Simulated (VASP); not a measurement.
# O (C2/m) in VASP: a series of runs

O is run at these levels: PBEsol; tasks: single point.

Program: VASP 6.6.1. These are calculated values, not measurements. Logs are shortened: lines on timing, memory, paths and dates and some standing lists are left out, and cuts for length are marked.

**1. The cell of the first run**

The typed cell holds 2 atoms: a = 2.359 Å, b = 2.359 Å, c = 3.784 Å, α = 108.21°, β = 108.21°, γ = 60.01°.

**2. Single point, PBEsol**

File INCAR:

```
SYSTEM = O
PREC = Accurate
ENCUT = 520
EDIFF = 1E-7
ISMEAR = -1
SIGMA = 0.05
LREAL = .FALSE.
LASPH = .TRUE.
NELM = 100
ALGO = Normal
ISIF = 2
LWAVE = .FALSE.
LCHARG = .FALSE.
GGA = PS
NBANDS = 13
```

File KPOINTS:

```
regular mesh
0
G
  10 10 7
  0 0 0
```

File POSCAR:

```
O
1.0
    2.0399201722     -1.1798234494      0.1162770382
    2.0399201722      1.1798234494      0.1162770382
   -1.5643188116      0.0000000000      3.4458483428
O
2
Direct
    0.9431412189      0.9431412189      0.8298522242
    0.0568587811      0.0568587811      0.1701477758
```

Potentials or basis: VASP PAW PBE potentials, release 64 (O).

Command:

```console
> cat potpaw_PBE.64/O/POTCAR > POTCAR
> mpirun -np 1 vasp_std > vasp.out
```

OUTCAR:

```text
SYSTEM = O
   PREC = Accurate
   ENCUT = 520
   EDIFF = 1E-7
   ISMEAR = -1
   LREAL = .FALSE.
   LASPH = .TRUE.
   NELM = 100
   ISIF = 2
   GGA = PS

 ion  position               nearest neighbor table
   1  0.943  0.943  0.830-   2 1.20
   2  0.057  0.057  0.170-   1 1.20

  LATTYP: Found a base centered monoclinic cell.
 ALAT       =     4.0864628512
 B/A-ratio  =     0.5774301602
 C/A-ratio  =     0.9260588223
 COS(beta)  =    -0.3608815789

  Lattice vectors:

 A1 = (   2.0399201722,  -1.1798234494,   0.1162770382)
 A2 = (   2.0399201722,   1.1798234494,   0.1162770382)
 A3 = (  -1.5643188116,   0.0000000000,   3.4458483428)

Analysis of symmetry for initial positions (statically):
=====================================================================
 Subroutine PRICEL returns:
 Original cell was already a primitive cell.

 Routine SETGRP: Setting up the symmetry group for a
 base centered monoclinic supercell.

 Subroutine GETGRP returns: Found  4 space group operations
 (whereof  4 operations were pure point group operations)
 out of a pool of  4 trial point group operations.

The static configuration has the point symmetry C_2h.

Analysis of symmetry for dynamics (positions and initial velocities):
=====================================================================
 Subroutine PRICEL returns:
 Original cell was already a primitive cell.

 Routine SETGRP: Setting up the symmetry group for a
 base centered monoclinic supercell.

 Subroutine GETGRP returns: Found  4 space group operations
 (whereof  4 operations were pure point group operations)
 out of a pool of  4 trial point group operations.

The dynamic configuration has the point symmetry C_2h.

 Subroutine INISYM returns: Found  4 space group operations
 (whereof  4 operations are pure point group operations),
 and found     1 'primitive' translations

----------------------------------------------------------------------------------------

                                     Primitive cell

  volume of cell :      17.0158

  direct lattice vectors                    reciprocal lattice vectors
     2.039920172 -1.179823449  0.116277038     0.238925025 -0.423792221  0.108465282
     2.039920172  1.179823449  0.116277038     0.238925025  0.423792221  0.108465282
    -1.564318812  0.000000000  3.445848343    -0.016124618  0.000000000  0.282884172

  length of vectors
     2.359402049  2.359402049  3.784304975     0.498447321  0.498447321  0.283343358

  position of ions in fractional coordinates (direct lattice)
     0.943141219  0.943141219  0.829852224
     0.056858781  0.056858781  0.170147776

  ion indices of the primitive-cell ions
   primitive index   ion index
                 1           1
                 2           2

----------------------------------------------------------------------------------------

 KPOINTS: regular mesh

Automatic generation of k-mesh.
 Grid dimensions read from file:
 generate k-points for:   10   10    7

 Generating k-lattice:

  Cartesian coordinates                     Fractional coordinates (reciprocal lattice)
     0.023892503 -0.042379222  0.010846528     0.100000000 -0.000000000  0.000000000
     0.023892503  0.042379222  0.010846528    -0.000000000  0.100000000  0.000000000
    -0.002303517  0.000000000  0.040412025     0.000000000  0.000000000  0.142857143

  Length of vectors
     0.049844732  0.049844732  0.040477623

  Shift w.r.t. Gamma in fractional coordinates (k-lattice)
     0.000000000  0.000000000  0.000000000

 Subroutine IBZKPT returns following result:
 ===========================================

 Found    196 irreducible k-points:

 Following reciprocal coordinates:
            Coordinates               Weight
  0.000000  0.000000  0.000000      1.000000
  0.100000  0.000000 -0.000000      4.000000
  0.200000  0.000000 -0.000000      4.000000
  0.300000 -0.000000  0.000000      4.000000
  0.400000  0.000000 -0.000000      4.000000
  0.500000  0.000000  0.000000      2.000000
[... 16 lines left out ...]
  0.300000  0.300000  0.000000      2.000000
  0.400000  0.300000  0.000000      4.000000
 [... further k-points ...]
   k-points           NKPTS =    196   k-points in BZ     NKDIM =    196   number of bands    NBANDS=     13
   number of dos      NEDOS =    301   number of ions     NIONS =      2
   total plane-waves  NPLWV =   9072
   dimension x,y,z NGX =    18 NGY =   18 NGZ =   28
   dimension x,y,z NGXF=    36 NGYF=   36 NGZF=   56
   ions per type =               2
   NGX,Y,Z   is equivalent  to a cutoff of  12.68, 12.68, 12.30 a.u.
   NGXF,Y,Z  is equivalent  to a cutoff of  25.37, 25.37, 24.60 a.u.
 SYSTEM =  O
   PREC   = accura    normal or accurate (medium, high low for compatibility)
   ISTART =      0    job   : 0-new  1-cont  2-samecut
   ICHARG =      2    charge: 1-file 2-atom 10-const
   ISPIN  =      1    spin polarized calculation?
   LNONCOLLINEAR =      F non collinear calculations
   LSORBIT =      F    spin-orbit coupling
   LASPH  =      T    aspherical Exc in radial PAW
   ENCUT  =  520.0 eV  38.22 Ry    6.18 a.u.   4.39  4.39  7.04*2*pi/ulx,y,z
   NELM   =    100;   NELMIN=  2; NELMDL= -5     # of ELM steps
   EDIFF  = 0.1E-06   stopping-criterion for ELM
   LREAL  =      F    real-space projection
   EDIFFG = 0.1E-05   stopping-criterion for IOM
   NSW    =      0    number of steps for IOM
   IBRION =     -1    ionic relax: 0-MD 1-quasi-New 2-CG
   NFREE  =      0    steps in history (QN), initial steepest desc. (CG)
   ISIF   =      2    stress and relaxation
   ISYM   =      2    0-nonsym 1-usesym 2-fastsym
   POTIM  = 0.5000    time-step for ionic-motion
   TEBEG  =    0.0;   TEEND  =   0.0 temperature during run
   PSTRESS=    0.0 pullay stress
   NELECT =      12.0000    total number of electrons
   NUPDOWN=      -1.0000    fix difference up-down
   EMIN   =  10.00;   EMAX   =-10.00  energy-range for DOS
[... 5 lines left out ...]
     AMIX     =   0.40;   BMIX     =  1.00
     AMIX_MAG =   1.60;   BMIX_MAG =  1.00
  volume/ion in A,a.u.               =       8.51        57.41
  Fermi-wavevector in a.u.,A,eV,Ry     =   1.457196  2.753702 28.890898  2.123421
  Thomas-Fermi vector in A             =   2.574026
   LORBIT       =      0    0 simple, 1 ext, 2 COOP (PROOUT), +10 PAW based schemes
   GGA     = PS    functional components
   LHFCALC =     F    Hartree Fock is set to
   AEXX    =    0.0000 exact exchange contribution
   IVDW    =     0    specifies the selected vdW correction
   LEPSILON=     F    determine dielectric tensor
   LRPA    =     F    only Hartree local field effects (RPA)
 non-spin polarized calculation
  energy-cutoff  :      520.00
  volume of cell :       17.02
 maximum number of plane-waves:       477
 NGX is ok and might be reduce to    18
   NGX =  9   NGY =  9   NGZ = 13

 number of electron      11.9999996 magnetization

 Free energy of the ion-electron system (eV)
  ---------------------------------------------------
  ext. energy  EPLUGINS =         0.00000000
  ---------------------------------------------------
  free energy    TOTEN  =       -10.14855829 eV

  energy without entropy =      -10.14259974  energy(sigma->0) =      -10.14557901

 E-fermi :   2.9668     XC(G=0): -11.3655

 val. band max:        2.9473068002   @ k =   0.5000   0.2000   0.1429
 cond. band min:       2.9882723182   @ k =  -0.2000   0.5000   0.4286
 fundamental gap:      0.0409655179
 Fermi energy:         2.9668133821

 k-point     1 :       0.0000    0.0000    0.0000
  band No.  band energies     occupation
      1     -25.7698      2.00000
      2     -12.1576      2.00000
      3      -7.1695      2.00000
      4      -1.8632      2.00000
      5      -1.8628      2.00000
      6       4.6702      0.00000
      7       4.6721      0.00000
      8      13.9987      0.00000
      9      15.3925      0.00000
     10      17.0689      0.00000
     11      25.1366      0.00000
     12      29.7342      0.00000
     13      29.7348      0.00000

 k-point     2 :       0.1000    0.0000   -0.0000
  band No.  band energies     occupation
      1     -25.6401      2.00000
      2     -12.0308      2.00000
      3      -7.0528      2.00000
      4      -2.3696      2.00000
      5      -1.9764      2.00000
      6       4.2533      0.00000
      7       4.5722      0.00000
      8      13.9523      0.00000
      9      15.9544      0.00000
     10      17.2830      0.00000
     11      25.4081      0.00000
     12      27.3067      0.00000
     13      30.4117      0.00000

 k-point     3 :       0.2000    0.0000   -0.0000
  band No.  band energies     occupation
      1     -25.2855      2.00000
      2     -11.6745      2.00000
      3      -6.8024      2.00000
      4      -3.5313      2.00000
      5      -2.2640      2.00000
      6       3.1926      0.02162
      7       4.3173      0.00000
      8      13.8178      0.00000
      9      16.8539      0.00000
     10      18.2590      0.00000
     11      24.1303      0.00000
     12      26.3531      0.00000
     13      29.2774      0.00000
[... 305 lines left out ...]
 k-point    23 :       0.3000    0.3000    0.0000
  band No.  band energies     occupation
      1     -24.7917      2.00000
      2     -11.4928      2.00000
      3      -6.5063      2.00000
      4      -4.1828      2.00000
      5      -2.6954      2.00000
      6       1.6285      2.00000
      7       4.2309      0.00000
      8      12.7919      0.00000
      9      17.9888      0.00000
     10      19.0271      0.00000
     11      23.4384      0.00000
     12      25.8335      0.00000
     13      28.3612      0.00000

 k-point    24 :       0.4000    0.3000    0.0000
  band No.  band energies     occupation
      1     -24.5074      2.00000
      2     -11.1962      2.00000
      3      -6.7373      2.00000
      4      -4.1707      2.00000
      5      -3.2217      2.00000
      6       1.0416      2.00000
      7       3.8628      0.00000
      8      12.7570      0.00000
      9      18.4051      0.00000
     10      19.5933      0.00000
     11      23.3123      0.00000
     12      24.8739      0.00000
     13      28.2179      0.00000

 [... further k-points ...]
[... 5 lines left out ...]
  --------------------------------------------------------------------------------------
  -------------------------------------------------------------------------------------
  Total        1.0242572      1.0179357      2.8122022      0.0000000      0.0000000     -0.1011566
  in kB       96.4424122     95.8471902    264.7924446      0.0000000      0.0000000     -9.5247466
  external PRESSURE =     152.3606823 kB  Pullay stress =       0.0000000 kB

 VOLUME and BASIS-vectors are now :
 -----------------------------------------------------------------------------
  energy-cutoff  :      520.00
  volume of cell :       17.02
      direct lattice vectors                 reciprocal lattice vectors
     2.039920172 -1.179823449  0.116277038     0.238925025 -0.423792221  0.108465282
     2.039920172  1.179823449  0.116277038     0.238925025  0.423792221  0.108465282
    -1.564318812  0.000000000  3.445848343    -0.016124618  0.000000000  0.282884172

 POSITION                                       TOTAL-FORCE (eV/Angst)
 -----------------------------------------------------------------------------------
      2.54971      0.00000      3.07888         0.087028      0.000000     -1.532004
     -0.03419      0.00000      0.59953        -0.087028      0.000000      1.532004
 -----------------------------------------------------------------------------------
    total drift:                                0.000000      0.000000     -0.000000

  FREE ENERGIE OF THE ION-ELECTRON SYSTEM (eV)
  ---------------------------------------------------
  free  energy   TOTEN  =       -10.1485582919 eV

  energy  without entropy=      -10.1425997376  energy(sigma->0) =      -10.14557901
```

Run time: 19 s. Hardware: 1 thread of Intel Xeon Platinum 8488C (Sapphire Rapids), shared host; peak memory 0.14 GiB.

Results:

- Free energy: -10.1486 eV
- Pressure: 15.2 GPa
- Largest force: 1.534 eV/Å
- Band gap on the k mesh: zero (band 6 reaches 4.79 eV, above the bottom of band 7 at 1.83 eV)

Forces in eV/Å, atoms in the order of the input:
```
O    0.087  0.000 -1.532
O   -0.087  0.000  1.532
```

Stress tensor (GPa, compression positive):
```
 9.64  0.00 -0.95
 0.00  9.58  0.00
-0.95  0.00 26.48
```

Caveat: the standard files for N, O and F lose accuracy on very short bonds; spin is off for a triplet molecule; the PAW data sets were made with another functional, which shifts forces and pressure a little.

(Part 1 of 2 ends here.)
